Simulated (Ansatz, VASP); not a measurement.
**Two plane-wave programs on MoS2**

File INCAR:

```
SYSTEM = MoS2
ALGO     = Normal         ! electronic algorithm
EDIFF    = 1E-6           ! SCF threshold, eV
ENCUT    = 520            ! plane-wave cutoff, eV
GGA      = PE             ! functional
ISIF     = 2              ! what is computed and relaxed
ISMEAR   = 0              ! smearing method
IVDW     = 12             ! dispersion correction
LASPH    = .True.         ! aspherical terms in the spheres
LCHARG   = .True.         ! write CHGCAR
LELF     = .True.         ! ELF
LREAL    = .False.        ! projectors in reciprocal space
LVHAR    = .True.       
LWAVE    = .False.        ! write WAVECAR
NBANDS   = 35             ! bands
NELM     = 80             ! most SCF steps
PREC     = Accurate       ! precision mode
SIGMA    = 0.05           ! smearing width, eV
```

KPOINTS

```
k-points
0
Gamma
  12 12 4
  0 0 0
```

POSCAR

```
MoS2
1.0
    3.1179000000      0.0000000000      0.0000000000
   -1.5589500000      2.7001806064      0.0000000000
    0.0000000000      0.0000000000     11.2249000000
Mo S
2 4
Direct
    0.6666666667      0.3333333333      0.2501439769
    0.3333333333      0.6666666667      0.7498560231
    0.3333333333      0.6666666667      0.3795985159
    0.6666666667      0.3333333333      0.8793132861
    0.3333333333      0.6666666667      0.1206867139
    0.6666666667      0.3333333333      0.6204014841
```

Input for Ansatz:

```yaml
crystal:
  lattice:
    - [3.1179, 0.0, 0.0]
    - [-1.55895, 2.7001806064, 0.0]
    - [0.0, 0.0, 11.2249]
  atoms:
    - { symbol: Mo, position: [0.6666666667, 0.3333333333, 0.2501439769] }
    - { symbol: Mo, position: [0.3333333333, 0.6666666667, 0.7498560231] }
    - { symbol: S, position: [0.3333333333, 0.6666666667, 0.3795985159] }
    - { symbol: S, position: [0.6666666667, 0.3333333333, 0.8793132861] }
    - { symbol: S, position: [0.3333333333, 0.6666666667, 0.1206867139] }
    - { symbol: S, position: [0.6666666667, 0.3333333333, 0.6204014841] }
basis:
  ecutwfc: 420
kpoints:
  mp_grid: { grid: [12, 12, 4] }
hamiltonian:
  xc: pbe
  pseudopotentials: { kind: paw, azcp: { folder: soft_1 } }
  dispersion: d3bj
scf:
  occupations: { method: gaussian, width: 0.05 }
output:
  forces: true
  stress: true
  eigenvalues: true
```

Alike in both runs: task single point; functional PBE; dispersion D3(BJ); k mesh 12 × 12 × 4; occupations gaussian, width 0.05 eV; no spin polarisation.

|  | VASP | Ansatz |
| --- | --- | --- |
| version | VASP 6.6.1 | Ansatz 0.2.0 |
| potentials or method | VASP PAW PBE potentials, release 64 (Mo_sv, S), cutoff 520 eV | scalar-relativistic, plane waves, PAW |
| valence electrons in the cell | 52 | 52 |

|  | VASP | Ansatz | Ansatz less VASP |
| --- | --- | --- | --- |
| gap on the k mesh at the Fermi level (eV) | 0.14 | 0.11 | -0.027 |
| least direct gap on the mesh (eV) | 1.55 | 1.54 | -0.005 |
| pressure (GPa) | 19.0 | 19.2 | +0.26 |
| traceless stress, the component that is largest in VASP (GPa) | 10.50 | 10.55 | +0.053 |
| rms of the force components (eV/Å) | 1.209 | 1.223 | +0.0141 |

Atom by atom the forces differ by 0.014 eV/Å (rms over components).
